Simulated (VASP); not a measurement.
Wanted: the native input for a VASP 6.6.1 run.

```yaml
Task: single point
Functional: BLYP
Dispersion: D4
Potentials_or_basis: VASP PAW PBE potentials, release 64 (N, B)
Cutoff: 520 eV
k_mesh: 12 × 12 × 4
Occupations: fermi-dirac, width 0.05 eV
Spin: no spin polarisation
Dipole_correction: no
Further_INCAR_settings: ALGO = Normal; EDIFF = 1e-07; NBANDS = 16
```

The structure of BN lies in POSCAR:

```
BN
1.0
    2.5070767422      0.0000000000      0.0000000000
   -1.2535383711      2.1711921480      0.0000000000
    0.0000000000      0.0000000000      6.3442091756
N B
2 2
Direct
    0.6666666667      0.3333333333      0.2500000000
    0.3333333333      0.6666666667      0.7500000000
    0.6666666667      0.3333333333      0.7500000000
    0.3333333333      0.6666666667      0.2500000000
```

One way to write it, as run:

INCAR

```
AGGAC = 1.0 ; AGGAX = 1.0
ALDAC = 0.0 ; ALDAX = 1.0
ALGO = Normal ; EDIFF = 1E-7
ENCUT = 520 ; GGA = B5
ISIF = 2 ; ISMEAR = -1
IVDW = 13 ; LASPH = True
LCHARG = True ; LELF = True
LREAL = False ; LVHAR = True
LWAVE = False ; NBANDS = 16
NELM = 60 ; PREC = Accurate
SIGMA = 0.05 ; VDW_A1 = 0.44488865
VDW_A2 = 4.0933009 ; VDW_S6 = 1.0
VDW_S8 = 2.34076671
```

KPOINTS

```
k-points
0
Gamma
  12 12 4
```

Potentials or basis: VASP PAW PBE potentials, release 64 (N, B).

The run is started by

```sh
$ cat potpaw_PBE.64/N/POTCAR potpaw_PBE.64/B/POTCAR > POTCAR
$ mpirun -np 1 vasp_std > vasp.out
```

It gave:

```json
{
 "Pressure": "-0.2 GPa",
 "Band gap on the k mesh": "4.25 eV, indirect (least direct gap 4.61 eV)",
 "Dispersion energy per atom": "-0.318 eV"
}
```

Caveat: the PAW data sets were made with another functional, which shifts forces and pressure a little.

Wall time 18 s on 1 thread of Intel(R) Xeon(R) 6975P-C (Granite Rapids) (shared host), peak memory 0.15 GiB.
